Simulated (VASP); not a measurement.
A run of VASP 6.6.1 is set up as follows.

The input INCAR:

```
PREC = Accurate
ENCUT = 520
EDIFF = 1E-7
ISMEAR = -1
SIGMA = 0.05
LREAL = False
LASPH = True
NELM = 100
ALGO = Normal
ISIF = 2
LWAVE = False
LCHARG = False
GGA = PS
NBANDS = 28
```

The input KPOINTS:

```
regular mesh
0
Gamma
  7 7 7
```

File POSCAR:

```
BaTiO3
1.0
    2.8171615523      1.6264889805      2.3082850154
   -2.8171615523      1.6264889805      2.3082850154
    0.0000000000     -3.2529779611      2.3082850154
Ba Ti O
1 1 3
Direct
   -0.0023341307     -0.0023341307     -0.0023341307
    0.4866194425      0.4866194425      0.4866194425
    0.5095394034      0.0158358815      0.5095394034
    0.0158358815      0.5095394034      0.5095394034
    0.5095394034      0.5095394034      0.0158358815
```

Potentials or basis: VASP PAW PBE potentials, release 64 (Ba_sv, Ti_sv, O).

Launch:

```bash
$ cat potpaw_PBE.64/Ba_sv/POTCAR potpaw_PBE.64/Ti_sv/POTCAR potpaw_PBE.64/O/POTCAR > POTCAR
$ mpirun -np 1 vasp_std > vasp.out
```

Q: Predict the pressure.

A: 1.9 GPa.

Q: Predict the largest force.

A: 0.058 eV/Å.

Forces in eV/Å, atoms in the order of the input:
```
Ba   0.000  0.000  0.037
Ti   0.000  0.000  0.058
O    0.018 -0.011 -0.032
O   -0.018 -0.011 -0.032
O    0.000  0.021 -0.032
```

Caveat: the PAW data sets were made with another functional, which shifts forces and pressure a little.
